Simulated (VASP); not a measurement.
# InGa2N3 (Cmc2_1) in VASP: single point with PBE

Aim: the single point of InGa2N3 with PBE.

Everything below comes from runs of VASP 6.6.1. Logs are shortened: lines on timing, memory, paths and dates and some standing lists are left out, and cuts for length are marked.

### 1 The cell of the first run

It takes space group Cmc2_1 (No. 36, orthorhombic). Conventional cell: a = 10.009 Å, b = 5.773 Å, c = 5.390 Å, α = 90.00°, β = 90.00°, γ = 90.00°. In (site symmetry m) has 4 N at 2.18 to 2.19 Å within 2.9 Å. Within 2.6 Å of Ga (site symmetry 1) lie 4 N at 1.97 to 1.98 Å. N (site symmetry 1) has 3 Ga at 1.97 to 1.98 Å and 1 In at 2.18 Å within 2.6 Å. Within 2.6 Å of N (site symmetry m) lie 2 Ga at 1.97 Å and 2 In at 2.18 to 2.19 Å.

### 2 Single point, PBE

INCAR reads:

```
ALGO = Normal ; EDIFF = 1E-7
ENCUT = 520 ; GGA = PE
ISIF = 2 ; ISMEAR = 0
LASPH = True ; LCHARG = False
LREAL = False ; LWAVE = False
NBANDS = 66 ; NELM = 60
PREC = Accurate ; SIGMA = 0.05
```

KPOINTS reads:

```
k-points
0
Gamma
  6 6 6
```

POSCAR reads:

```
InGa2N3
1.0
    5.0043409607     -2.8865205108      0.0000000000
    5.0043409607      2.8865205108      0.0000000000
    0.0000000000      0.0000000000      5.3903030000
In Ga N
2 4 6
Direct
    0.3252650000      0.6747350000      0.9896960000
    0.6747350000      0.3252650000      0.4896960000
    0.0070880000      0.3338520000      0.9925750000
    0.6661480000      0.9929120000      0.9925750000
    0.9929120000      0.6661480000      0.4925750000
    0.3338520000      0.0070880000      0.4925750000
    0.0268250000      0.3336790000      0.3588830000
    0.6663210000      0.9731750000      0.3588830000
    0.9731750000      0.6663210000      0.8588830000
    0.3336790000      0.0268250000      0.8588830000
    0.3074450000      0.6925550000      0.3953890000
    0.6925550000      0.3074450000      0.8953890000
```

Potentials or basis: VASP PAW PBE potentials, release 64 (In_d, Ga_d, N).

Command:

```console
$ cat potpaw_PBE.64/In_d/POTCAR potpaw_PBE.64/Ga_d/POTCAR potpaw_PBE.64/N/POTCAR > POTCAR
$ mpirun -np 1 vasp_std > vasp.out
```

OUTCAR:

```text
EDIFF = 1E-7
   ENCUT = 520
   GGA = PE
   ISIF = 2
   ISMEAR = 0
   LASPH = True
   LREAL = False
   NELM = 60
   PREC = Accurate

 ion  position               nearest neighbor table
   1  0.325  0.675  0.990-   9 2.18  10 2.18  12 2.18  11 2.19   3 3.30   4 3.30   4 3.30   3 3.30
                             6 3.31   5 3.31   6 3.34   5 3.34   2 3.37   2 3.37   4 3.41   3 3.41
   2  0.675  0.325  0.490-   7 2.18   8 2.18  11 2.18  12 2.19   6 3.30   5 3.30   6 3.30   5 3.30
                             4 3.31   3 3.31   4 3.34   3 3.34   1 3.37   1 3.37   6 3.41   5 3.41
   3  0.007  0.334  0.993-   9 1.97  10 1.97  12 1.97   7 1.98   1 3.30   1 3.30   2 3.31   2 3.34
                             1 3.41
   4  0.666  0.993  0.993-  10 1.97   9 1.97  12 1.97   8 1.98   1 3.30   1 3.30   2 3.31   2 3.34
                             1 3.41
   5  0.993  0.666  0.493-   7 1.97   8 1.97  11 1.97   9 1.98   2 3.30   2 3.30   1 3.31   1 3.34
                             2 3.41
   6  0.334  0.007  0.493-   8 1.97   7 1.97  11 1.97  10 1.98   2 3.30   2 3.30   1 3.31   1 3.34
                             2 3.41
   7  0.027  0.334  0.359-   5 1.97   6 1.97   3 1.98   2 2.18
   8  0.666  0.973  0.359-   6 1.97   5 1.97   4 1.98   2 2.18
   9  0.973  0.666  0.859-   3 1.97   4 1.97   5 1.98   1 2.18
  10  0.334  0.027  0.859-   4 1.97   3 1.97   6 1.98   1 2.18
  11  0.307  0.693  0.395-   5 1.97   6 1.97   2 2.18   1 2.19
  12  0.693  0.307  0.895-   3 1.97   4 1.97   1 2.18   2 2.19

  LATTYP: Found a base centered orthorhombic cell.
 ALAT       =     5.7730410216
 B/A-ratio  =     1.7336931929
 C/A-ratio  =     0.9337025287

  Lattice vectors:

 A1 = (  -5.0043409607,  -2.8865205108,   0.0000000000)
 A2 = (   5.0043409607,  -2.8865205108,   0.0000000000)
 A3 = (   0.0000000000,   0.0000000000,   5.3903030000)

Analysis of symmetry for initial positions (statically):
=====================================================================
 Subroutine PRICEL returns:
 Original cell was already a primitive cell.

 Routine SETGRP: Setting up the symmetry group for a
 base centered orthorhombic supercell.

 Subroutine GETGRP returns: Found  4 space group operations
 (whereof  2 operations were pure point group operations)
 out of a pool of  8 trial point group operations.

The static configuration has the point symmetry C_1h.
 The point group associated with its full space group is C_2v.

Analysis of symmetry for dynamics (positions and initial velocities):
=====================================================================
 Subroutine PRICEL returns:
 Original cell was already a primitive cell.

 Routine SETGRP: Setting up the symmetry group for a
 base centered orthorhombic supercell.

[... 136 lines left out ...]
   NELECT =     108.0000    total number of electrons
   NUPDOWN=      -1.0000    fix difference up-down
   EMIN   =  10.00;   EMAX   =-10.00  energy-range for DOS
   EFERMI =   0.00;   METHOD = LEGACY
   ISMEAR =     0;   SIGMA  =   0.05  broadening in eV -4-tet -1-fermi 0-gaus
   EFERMI_NEDOS =   21; number of points for ismear=-14 and -15
   IALGO  =     38    algorithm
   IMIX   =      4    mixing-type and parameters
     AMIX     =   0.40;   BMIX     =  1.00
     AMIX_MAG =   1.60;   BMIX_MAG =  1.00
  volume/ion in A,a.u.               =      12.98        87.57
  Fermi-wavevector in a.u.,A,eV,Ry     =   1.449087  2.738378 28.570243  2.099854
  Thomas-Fermi vector in A             =   2.566854
   LORBIT       =      0    0 simple, 1 ext, 2 COOP (PROOUT), +10 PAW based schemes
   GGA     = PE    functional components
   LHFCALC =     F    Hartree Fock is set to
   AEXX    =    0.0000 exact exchange contribution
   IVDW    =     0    specifies the selected vdW correction
   LEPSILON=     F    determine dielectric tensor
   LRPA    =     F    only Hartree local field effects (RPA)
 non-spin polarized calculation
 Gauss-broadening in eV      SIGMA  =   0.05
  energy-cutoff  :      520.00
  volume of cell :      155.73
 maximum number of plane-waves:      4208
 NGX is ok and might be reduce to    48
   NGX = 21   NGY = 21   NGZ = 21

 number of electron     107.9999971 magnetization

 Free energy of the ion-electron system (eV)
  ---------------------------------------------------
  ext. energy  EPLUGINS =         0.00000000
  ---------------------------------------------------
  free energy    TOTEN  =       -69.90745305 eV

  energy without entropy =      -69.90745305  energy(sigma->0) =      -69.90745305

 E-fermi :   5.8094     XC(G=0): -11.2228

 val. band max:        5.5937803617   @ k =   0.0000   0.0000   0.0000
 cond. band min:       6.4883278782   @ k =   0.0000   0.0000   0.0000
 fundamental gap:      0.8945475165
 Fermi energy:         5.8094466641

 k-point     1 :       0.0000    0.0000    0.0000
  band No.  band energies     occupation
      1      -9.7109      2.00000
      2      -9.2775      2.00000
      3      -9.1571      2.00000
      4      -9.1513      2.00000
      5      -9.1193      2.00000
      6      -9.1038      2.00000
[... 1645 lines left out ...]
     65      13.1030      0.00000
     66      13.6246      0.00000

 [... further k-points ...]
[... 5 lines left out ...]
  --------------------------------------------------------------------------------------
  -------------------------------------------------------------------------------------
  Total        0.7045081      0.7272314      0.7481221      0.0000000      0.0000000      0.0000000
  in kB        7.2482280      7.4820134      7.6969450      0.0000000      0.0000000      0.0000000
  external PRESSURE =       7.4757288 kB  Pullay stress =       0.0000000 kB

 VOLUME and BASIS-vectors are now :
 -----------------------------------------------------------------------------
  energy-cutoff  :      520.00
  volume of cell :      155.73
      direct lattice vectors                 reciprocal lattice vectors
     5.004340961 -2.886520511  0.000000000     0.099913256 -0.173218932  0.000000000
     5.004340961  2.886520511  0.000000000     0.099913256  0.173218932  0.000000000
     0.000000000  0.000000000  5.390303000     0.000000000  0.000000000  0.185518328

 POSITION                                       TOTAL-FORCE (eV/Angst)
 -----------------------------------------------------------------------------------
      5.00434      1.00875      5.33476         0.000000      0.000998      0.001616
      5.00434     -1.00875      2.63961         0.000000     -0.000998      0.001616
      1.70618      0.94321      5.35028        -0.000965      0.000398      0.000760
      8.30250      0.94321      5.35028         0.000965      0.000398      0.000760
      8.30250     -0.94321      2.65513         0.000965     -0.000398      0.000760
      1.70618     -0.94321      2.65513        -0.000965     -0.000398      0.000760
      1.80408      0.88574      1.93449        -0.017500      0.011388      0.006122
      8.20460      0.88574      1.93449         0.017500      0.011388      0.006122
      8.20460     -0.88574      4.62964         0.017500     -0.011388      0.006122
      1.80408     -0.88574      4.62964        -0.017500     -0.011388      0.006122
      5.00434      1.11163      2.13127         0.000000     -0.020175     -0.015380
      5.00434     -1.11163      4.82642         0.000000      0.020175     -0.015380
 -----------------------------------------------------------------------------------
    total drift:                                0.000001      0.000000     -0.003757

  FREE ENERGIE OF THE ION-ELECTRON SYSTEM (eV)
  ---------------------------------------------------
  free  energy   TOTEN  =       -69.9074530485 eV

  energy  without entropy=      -69.9074530485  energy(sigma->0) =      -69.90745305
```

OSZICAR:

```text
N       E                     dE             d eps       ncg     rms          rms(c)
DAV:   1     0.141630633053E+04    0.14163E+04   -0.47773E+04  7492   0.280E+03
DAV:   2     0.269532622942E+03   -0.11468E+04   -0.10906E+04  6888   0.778E+02
DAV:   3    -0.448809556862E+02   -0.31441E+03   -0.30022E+03  7882   0.280E+02
[... 10 lines left out ...]
DAV:  14    -0.699074575084E+02    0.46144E-05   -0.76279E-05  9376   0.844E-02    0.338E-02
DAV:  15    -0.699074521385E+02    0.53699E-05   -0.13867E-05 11920   0.590E-02    0.848E-03
DAV:  16    -0.699074532486E+02   -0.11100E-05   -0.88750E-06  8824   0.260E-02    0.405E-03
DAV:  17    -0.699074531693E+02    0.79253E-07   -0.13237E-06  8392   0.158E-02    0.212E-03
DAV:  18    -0.699074530337E+02    0.13564E-06   -0.19565E-07  5246   0.366E-03    0.486E-04
DAV:  19    -0.699074530485E+02   -0.14781E-07   -0.77708E-08  4712   0.288E-03
   1 F= -.69907453E+02 E0= -.69907453E+02  d E =-.196857E-11
```

stdout:

```text
POSCAR found type information on POSCAR InGaN
 POSCAR found :  3 types and      12 ions
 scaLAPACK will be used
 LDA part: xc-table for (Slater+PW92), standard interpolation
 POSCAR, INCAR and KPOINTS ok, starting setup
 FFT: planning ... GRIDC
 FFT: planning ... GRID_SOFT
 FFT: planning ... GRID
 WAVECAR not read
 entering main loop
```

It took 15 min on 1 thread of Intel Xeon Platinum 8259CL at 2.50GHz (Skylake/Cascade Lake), shared host; peak memory 0.56 GiB.

Results:

| Item | Value |
| --- | --- |
| Free energy | -69.9075 eV |
| Pressure | 0.7 GPa |
| Largest force | 0.025 eV/Å |
| Band gap on the k mesh | 0.89 eV, direct |

Forces on the atoms (eV/Å):
```
In   0.000  0.001  0.002
In   0.000 -0.001  0.002
Ga  -0.001  0.000  0.001
Ga   0.001  0.000  0.001
Ga   0.001  0.000  0.001
Ga  -0.001  0.000  0.001
N   -0.018  0.011  0.006
N    0.018  0.011  0.006
N    0.018 -0.011  0.006
N   -0.018 -0.011  0.006
N    0.000 -0.020 -0.015
N    0.000  0.020 -0.015
```

Caveat: spin-orbit coupling is left out, which moves the levels of the heavy elements.
